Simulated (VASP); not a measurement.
# ZrS2 (P-3m1) in VASP: single point with HSE06

Aim: the single point of ZrS2 with HSE06.

Everything below comes from runs of VASP 6.6.1. Logs are shortened: lines on timing, memory, paths and dates and some standing lists are left out, and cuts for length are marked.

## (1) The cell of the first run

The structure is trigonal, space group P-3m1 (No. 164). The conventional cell has a = 3.785 Å, b = 3.785 Å, c = 5.769 Å, α = 90.00°, β = 90.00°, γ = 120.00°. Zr (site symmetry -3m) has 6 S at 2.59 Å within 3.4 Å. S (site symmetry 3m) has 3 Zr at 2.59 Å within 3.4 Å.

## (2) Single point, HSE06 (epitaxial xy strain +3.0%)

The input, POSCAR:

```
ZrS2
1.0
    3.7846310535      0.0000000000      0.0000000000
   -1.8923155268      3.2775866363      0.0000000000
    0.0000000000      0.0000000000      5.7690034205
Zr S
1 2
Direct
    0.0000000000      0.0000000000      0.0000000000
    0.3333333333      0.6666666667      0.2409644603
    0.6666666667      0.3333333333      0.7590355397
```

The input, INCAR.step1:

```
SYSTEM = ZrS2
ALGO = Normal ; EDIFF = 1E-5
ENCUT = 400 ; GGA = PE
GGA_COMPAT = .FALSE. ; ISIF = 2
ISMEAR = 0 ; LASPH = .TRUE.
LCHARG = .FALSE. ; LREAL = .FALSE.
LWAVE = .TRUE. ; NBANDS = 19
NELM = 120 ; PREC = Accurate
SIGMA = 0.01
```

The input, INCAR.step2:

```
SYSTEM = ZrS2
ALGO = Normal ; EDIFF = 1E-6
ENCUT = 400 ; GGA = PE
GGA_COMPAT = .FALSE. ; HFSCREEN = 0.2079
ISIF = 2 ; ISMEAR = 0
ISTART = 1 ; LASPH = .TRUE.
LCHARG = .FALSE. ; LHFCALC = .TRUE.
LREAL = .FALSE. ; LWAVE = .FALSE.
NBANDS = 19 ; NELM = 120
PREC = Accurate ; PRECFOCK = Normal
SIGMA = 0.01
```

The input, KPOINTS:

```
k-points
0
G
  6 6 4
  0 0 0
```

Potentials or basis: VASP PAW PBE potentials, release 64 (Zr_sv, S).

Launch:

```sh
> cat potpaw_PBE.64/Zr_sv/POTCAR potpaw_PBE.64/S/POTCAR > POTCAR
> cp INCAR.step1 INCAR
> mpirun -np 1 vasp_std > vasp.out
> cp INCAR.step2 INCAR
> mpirun -np 1 vasp_std > vasp.out
```

OUTCAR:

```text
SYSTEM = ZrS2
   EDIFF = 1E-6
   ENCUT = 400
   GGA = PE
   HFSCREEN = 0.2079
   ISIF = 2
   ISMEAR = 0
   ISTART = 1
   LASPH = .TRUE.
   LHFCALC = .TRUE.
   LREAL = .FALSE.
   NELM = 120
   PREC = Accurate
   PRECFOCK = Normal

 ion  position               nearest neighbor table
   1  0.000  0.000  0.000-   2 2.59   3 2.59   3 2.59   2 2.59   3 2.59   2 2.59
   2  0.333  0.667  0.241-   1 2.59   1 2.59   1 2.59
   3  0.667  0.333  0.759-   1 2.59   1 2.59   1 2.59

  LATTYP: Found a hexagonal cell.
 ALAT       =     3.7846310535
 C/A-ratio  =     1.5243238612

  Lattice vectors:

 A1 = (   3.7846310535,   0.0000000000,   0.0000000000)
 A2 = (  -1.8923155268,   3.2775866363,   0.0000000000)
 A3 = (   0.0000000000,   0.0000000000,   5.7690034205)

Analysis of symmetry for initial positions (statically):
=====================================================================
 Subroutine PRICEL returns:
 Original cell was already a primitive cell.

 Routine SETGRP: Setting up the symmetry group for a
 hexagonal supercell.

 Subroutine GETGRP returns: Found 12 space group operations
 (whereof 12 operations were pure point group operations)
 out of a pool of 24 trial point group operations.

The static configuration has the point symmetry D_3d.

Analysis of symmetry for dynamics (positions and initial velocities):
=====================================================================
 Subroutine PRICEL returns:
 Original cell was already a primitive cell.

 Routine SETGRP: Setting up the symmetry group for a
 hexagonal supercell.

 Subroutine GETGRP returns: Found 12 space group operations
 (whereof 12 operations were pure point group operations)
 out of a pool of 24 trial point group operations.

The dynamic configuration has the point symmetry D_3d.

 Subroutine INISYM returns: Found 12 space group operations
 (whereof 12 operations are pure point group operations),
 and found     1 'primitive' translations

----------------------------------------------------------------------------------------

                                     Primitive cell

  volume of cell :      71.5614

  direct lattice vectors                    reciprocal lattice vectors
     3.784631054  0.000000000  0.000000000     0.264226548  0.152551269  0.000000000
    -1.892315527  3.277586636  0.000000000     0.000000000  0.305102538  0.000000000
     0.000000000  0.000000000  5.769003420     0.000000000  0.000000000  0.173340164

  length of vectors
     3.784631054  3.784631054  5.769003420     0.305102538  0.305102538  0.173340164

  position of ions in fractional coordinates (direct lattice)
     0.000000000  0.000000000  0.000000000
     0.333333333  0.666666667  0.240964460
     0.666666667  0.333333333  0.759035540

  ion indices of the primitive-cell ions
   primitive index   ion index
                 1           1
                 2           2
                 3           3

----------------------------------------------------------------------------------------

 KPOINTS: k-points

Automatic generation of k-mesh.
 Grid dimensions read from file:
 generate k-points for:    6    6    4

 Generating k-lattice:

  Cartesian coordinates                     Fractional coordinates (reciprocal lattice)
     0.044037758  0.025425211  0.000000000     0.166666667  0.000000000  0.000000000
     0.000000000  0.050850423  0.000000000     0.000000000  0.166666667  0.000000000
     0.000000000  0.000000000  0.043335041     0.000000000  0.000000000  0.250000000

  Length of vectors
     0.050850423  0.050850423  0.043335041

  Shift w.r.t. Gamma in fractional coordinates (k-lattice)
     0.000000000  0.000000000  0.000000000

 Subroutine IBZKPT returns following result:
 ===========================================

 Found     24 irreducible k-points:

 Following reciprocal coordinates:
            Coordinates               Weight
  0.000000  0.000000  0.000000      1.000000
  0.166667  0.000000  0.000000      6.000000
  0.333333  0.000000  0.000000      6.000000
  0.500000  0.000000  0.000000      3.000000
  0.166667  0.166667  0.000000      6.000000
  0.333333  0.166667  0.000000     12.000000
[... 16 lines left out ...]
  0.333333  0.166667  0.500000     12.000000
  0.333333  0.333333  0.500000      2.000000
   k-points           NKPTS =     24   k-points in BZ     NKDIM =    144   number of bands    NBANDS=     19
   number of dos      NEDOS =    301   number of ions     NIONS =      3
   total plane-waves  NPLWV =  31360
   dimension x,y,z NGX =    28 NGY =   28 NGZ =   40
   dimension x,y,z NGXF=    56 NGYF=   56 NGZF=   80
   ions per type =               1   2
   NGX,Y,Z   is equivalent  to a cutoff of  12.30, 12.30, 11.53 a.u.
   NGXF,Y,Z  is equivalent  to a cutoff of  24.60, 24.60, 23.05 a.u.
 SYSTEM =  ZrS2
   PREC   = accura    normal or accurate (medium, high low for compatibility)
   ISTART =      1    job   : 0-new  1-cont  2-samecut
   ICHARG =      0    charge: 1-file 2-atom 10-const
   ISPIN  =      1    spin polarized calculation?
   LNONCOLLINEAR =      F non collinear calculations
   LSORBIT =      F    spin-orbit coupling
   LASPH  =      T    aspherical Exc in radial PAW
   ENCUT  =  400.0 eV  29.40 Ry    5.42 a.u.   6.17  6.17  9.41*2*pi/ulx,y,z
   NELM   =    120;   NELMIN=  2; NELMDL=  0     # of ELM steps
   EDIFF  = 0.1E-05   stopping-criterion for ELM
   LREAL  =      F    real-space projection
   EDIFFG = 0.1E-04   stopping-criterion for IOM
   NSW    =      0    number of steps for IOM
   IBRION =     -1    ionic relax: 0-MD 1-quasi-New 2-CG
   NFREE  =      0    steps in history (QN), initial steepest desc. (CG)
   ISIF   =      2    stress and relaxation
   ISYM   =      3    0-nonsym 1-usesym 2-fastsym
   POTIM  = 0.5000    time-step for ionic-motion
   TEBEG  =    0.0;   TEEND  =   0.0 temperature during run
   PSTRESS=    0.0 pullay stress
   NELECT =      24.0000    total number of electrons
   NUPDOWN=      -1.0000    fix difference up-down
   EMIN   =  10.00;   EMAX   =-10.00  energy-range for DOS
   EFERMI =   0.00;   METHOD = LEGACY
   ISMEAR =     0;   SIGMA  =   0.01  broadening in eV -4-tet -1-fermi 0-gaus
   EFERMI_NEDOS =   21; number of points for ismear=-14 and -15
   IALGO  =     38    algorithm
   IMIX   =      1    mixing-type and parameters
     AMIX     =   0.40;   BMIX     =  1.00
     AMIX_MAG =   1.60;   BMIX_MAG =  1.00
  volume/ion in A,a.u.               =      23.85       160.97
  Fermi-wavevector in a.u.,A,eV,Ry     =   1.137415  2.149403 17.602042  1.293714
  Thomas-Fermi vector in A             =   2.274120
   LORBIT       =      0    0 simple, 1 ext, 2 COOP (PROOUT), +10 PAW based schemes
   GGA     = PE    functional components
   LHFCALC =     T    Hartree Fock is set to
   PRECFOCK=normal    Normal, Fast or Accurate (Low or Medium for compatibility)
   ENCUT4O =  -1.0   cutoff for four orbital integrals eV
   NKREDX  =     1    reduce k-point grid by
   NKREDY  =     1    reduce k-point grid by
   NKREDZ  =     1    reduce k-point grid by
   AEXX    =    0.2500 exact exchange contribution
   HFSCREEN=    0.2079 screening length (either q_TF or 0.3 A-1)
   HFSCREENC=   0.2079 screening length for correlation (either q_TF or 0.3 A-1)
   ENCUTFOCK=  -1.0 apply spherical cutoff to Coloumb kernel
   IVDW    =     0    specifies the selected vdW correction
   LEPSILON=     F    determine dielectric tensor
   LRPA    =     F    only Hartree local field effects (RPA)
 non-spin polarized calculation
 Gauss-broadening in eV      SIGMA  =   0.01
  energy-cutoff  :      400.00
  volume of cell :       71.56
 maximum number of plane-waves:      1328
 NGX is ok and might be reduce to    28
  NGX = 20; NGY = 20; NGZ = 30

 number of electron      24.0000000 magnetization

 Free energy of the ion-electron system (eV)
  ---------------------------------------------------
  ext. energy  EPLUGINS =         0.00000000
  ---------------------------------------------------
  free energy    TOTEN  =       -25.36154346 eV

  energy without entropy =      -25.36154346  energy(sigma->0) =      -25.36154346

 E-fermi :   3.9567     XC(G=0):  -7.7792

 val. band max:        3.8487988658   @ k =   0.0000   0.0000   0.0000
 cond. band min:       5.6641259868   @ k =   0.5000   0.0000   0.5000
 fundamental gap:      1.8153271210
 Fermi energy:         3.9567026796

 k-point     1 :       0.0000    0.0000    0.0000
  band No.  band energies     occupation
      1     -48.9476      2.00000
      2     -25.5917      2.00000
      3     -25.4327      2.00000
      4     -25.4327      2.00000
      5     -10.2476      2.00000
      6      -8.5780      2.00000
[... 11 lines left out ...]
     18      10.1813      0.00000
     19      10.3017      0.00000

 k-point     2 :       0.1667    0.0000    0.0000
  band No.  band energies     occupation
      1     -48.9439      2.00000
      2     -25.5800      2.00000
      3     -25.4925      2.00000
      4     -25.4457      2.00000
      5      -9.9708      2.00000
      6      -8.6742      2.00000
[... 11 lines left out ...]
     18      11.2698      0.00000
     19      11.9096      0.00000

 k-point     3 :       0.3333    0.0000    0.0000
  band No.  band energies     occupation
      1     -48.9365      2.00000
      2     -25.6106      2.00000
      3     -25.5558      2.00000
      4     -25.4716      2.00000
      5      -9.3841      2.00000
      6      -8.8329      2.00000
[... 11 lines left out ...]
     18      11.9857      0.00000
     19      13.0362      0.00000

 k-point     4 :       0.5000    0.0000    0.0000
  band No.  band energies     occupation
      1     -48.9329      2.00000
      2     -25.6680      2.00000
      3     -25.5442      2.00000
      4     -25.4845      2.00000
      5      -9.1648      2.00000
      6      -8.7900      2.00000
[... 11 lines left out ...]
     18      11.3797      0.00000
     19      12.7965      0.00000

 k-point     5 :       0.1667    0.1667    0.0000
  band No.  band energies     occupation
      1     -48.9384      2.00000
      2     -25.5694      2.00000
      3     -25.5626      2.00000
      4     -25.4766      2.00000
      5      -9.5244      2.00000
      6      -8.8097      2.00000
[... 11 lines left out ...]
     18      12.8414      0.00000
     19      13.2853      0.00000

 k-point     6 :       0.3333    0.1667    0.0000
  band No.  band energies     occupation
      1     -48.9329      2.00000
      2     -25.6372      2.00000
      3     -25.5448      2.00000
      4     -25.5156      2.00000
      5      -9.0862      2.00000
      6      -8.8709      2.00000
[... 11 lines left out ...]
     18      12.5869      0.00000
     19      13.1289      0.00000

 k-point     7 :       0.3333    0.3333    0.0000
  band No.  band energies     occupation
      1     -48.9310      2.00000
      2     -25.5945      2.00000
      3     -25.5945      2.00000
      4     -25.5392      2.00000
      5      -8.9071      2.00000
      6      -8.9071      2.00000
[... 11 lines left out ...]
     18      12.6832      0.00000
     19      14.3729      0.00000

 k-point     8 :       0.0000    0.0000    0.2500
  band No.  band energies     occupation
      1     -48.9476      2.00000
      2     -25.5919      2.00000
      3     -25.4327      2.00000
      4     -25.4327      2.00000
      5     -10.1300      2.00000
      6      -8.7696      2.00000
[... 256 lines left out ...]
 k-point    20 :       0.3333    0.0000    0.5000
  band No.  band energies     occupation
      1     -48.9365      2.00000
      2     -25.6104      2.00000
      3     -25.5560      2.00000
      4     -25.4716      2.00000
      5      -9.2786      2.00000
      6      -8.9406      2.00000
[... 11 lines left out ...]
     18      11.2517      0.00000
     19      12.4740      0.00000

 k-point    21 :       0.5000    0.0000    0.5000
  band No.  band energies     occupation
      1     -48.9329      2.00000
      2     -25.6677      2.00000
      3     -25.5443      2.00000
      4     -25.4845      2.00000
      5      -9.2589      2.00000
      6      -8.6674      2.00000
[... 11 lines left out ...]
     18      10.7294      0.00000
     19      12.0087      0.00000

 k-point    22 :       0.1667    0.1667    0.5000
  band No.  band energies     occupation
      1     -48.9384      2.00000
      2     -25.5693      2.00000
      3     -25.5629      2.00000
      4     -25.4766      2.00000
      5      -9.3009      2.00000
      6      -9.0582      2.00000
[... 11 lines left out ...]
     18      12.8958      0.00000
     19      13.2208      0.00000

 k-point    23 :       0.3333    0.1667    0.5000
  band No.  band energies     occupation
      1     -48.9329      2.00000
      2     -25.6370      2.00000
      3     -25.5451      2.00000
      4     -25.5156      2.00000
      5      -9.1291      2.00000
      6      -8.8174      2.00000
[... 11 lines left out ...]
     18      11.7153      0.00000
     19      12.6323      0.00000

 k-point    24 :       0.3333    0.3333    0.5000
  band No.  band energies     occupation
      1     -48.9310      2.00000
      2     -25.5943      2.00000
      3     -25.5943      2.00000
      4     -25.5393      2.00000
      5      -8.9087      2.00000
      6      -8.9087      2.00000
[... 11 lines left out ...]
     18      12.6961      0.00000
     19      13.2551      0.00000

------------------------ aborting loop because EDIFF is reached ----------------------------------------

  FORCE on cell =-STRESS in cart. coord.  units (eV):
  Direction    XX          YY          ZZ          XY          YZ          ZX
  --------------------------------------------------------------------------------------
  -------------------------------------------------------------------------------------
  Total       -2.1095979     -2.1095979      0.2237866      0.0000000      0.0000000      0.0000000
  in kB      -47.2315012    -47.2315012      5.0103267      0.0000000      0.0000000      0.0000000
  external PRESSURE =     -29.8175586 kB  Pullay stress =       0.0000000 kB

 VOLUME and BASIS-vectors are now :
 -----------------------------------------------------------------------------
  energy-cutoff  :      400.00
  volume of cell :       71.56
      direct lattice vectors                 reciprocal lattice vectors
     3.784631054  0.000000000  0.000000000     0.264226548  0.152551269  0.000000000
    -1.892315527  3.277586636  0.000000000     0.000000000  0.305102538  0.000000000
     0.000000000  0.000000000  5.769003420     0.000000000  0.000000000  0.173340164

 POSITION                                       TOTAL-FORCE (eV/Angst)
 -----------------------------------------------------------------------------------
      0.00000      0.00000      0.00000         0.000000      0.000000      0.000000
     -0.00000      2.18506      1.39012        -0.000000      0.000000     -0.179384
      1.89232      1.09253      4.37888         0.000000      0.000000      0.179384
 -----------------------------------------------------------------------------------
    total drift:                                0.000000      0.000000      0.000000

  FREE ENERGIE OF THE ION-ELECTRON SYSTEM (eV)
  ---------------------------------------------------
  free  energy   TOTEN  =       -25.3615434620 eV

  energy  without entropy=      -25.3615434620  energy(sigma->0) =      -25.36154346
```

Wall time 36 min (1 thread of Intel Xeon Platinum 8559C (Emerald Rapids), shared host); peak memory 0.3 GiB.

Results:

| Quantity | Value |
| --- | --- |
| Free energy | -25.3615 eV |
| Pressure | -3.0 GPa |
| Largest force | 0.179 eV/Å |
| Band gap on the k mesh | 1.82 eV (least direct gap 2.17 eV) |

Forces on the atoms (eV/Å):
```
Zr   0.000  0.000  0.000
S    0.000  0.000 -0.179
S    0.000  0.000  0.179
```

Caveat: the cell differs from its parent crystal (epitaxial xy strain +3.0%); the PAW data sets were made with another functional, which shifts forces and pressure a little; this functional lacks dispersion, which binds the layers, so the pressure and a relaxed spacing across them are unreliable.
